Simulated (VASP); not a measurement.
# Pb: single point with LDA

Pb:

```
Pb
1.0
     3.45664    0.00000    0.00000
    -1.72832    2.99354    0.00000
     0.00000    0.00000    5.55248
Pb
2
Cartesian
  1.7283 0.9978 4.1644
  0.0000 1.9957 1.3881
```

This cell differs from its parent crystal: volume scaled by 0.98.

```
Program                : VASP 6.6.1
Task                   : single point
Functional             : LDA
Potentials or basis    : VASP PAW LDA potentials, release 64 (Pb_d)
Cutoff                 : 520 eV
k mesh                 : 9 × 9 × 5
Occupations            : fermi-dirac, width 0.05 eV
Spin                   : no spin polarisation
Dipole correction      : no
Further INCAR settings : ALGO = Fast; EDIFF = 1e-06; NBANDS = 21
```

- Pressure: 0.5 GPa
- Band gap on the k mesh: zero (band 14 reaches 13.42 eV, above the bottom of band 15 at 5.54 eV)

Stress tensor (GPa, compression positive):
```
-0.88  0.00  0.00
 0.00 -0.88  0.00
 0.00  0.00  3.25
```

Levels at points of the mesh, in eV from the Fermi level:
| k point | band 12 | band 13 | band 14 | band 15 | band 16 | band 17 |
| --- | --- | --- | --- | --- | --- | --- |
| (0.00, 0.00, 0.00) | -8.02 | -4.38 | 5.66 | 5.66 | 7.60 | 7.60 |

It took 34 s on 1 thread of Intel(R) Xeon(R) Platinum 8488C (Sapphire Rapids), with other jobs on the host, peak memory 0.17 GiB.

Caveat: spin-orbit coupling is left out, which moves the levels of the heavy elements.
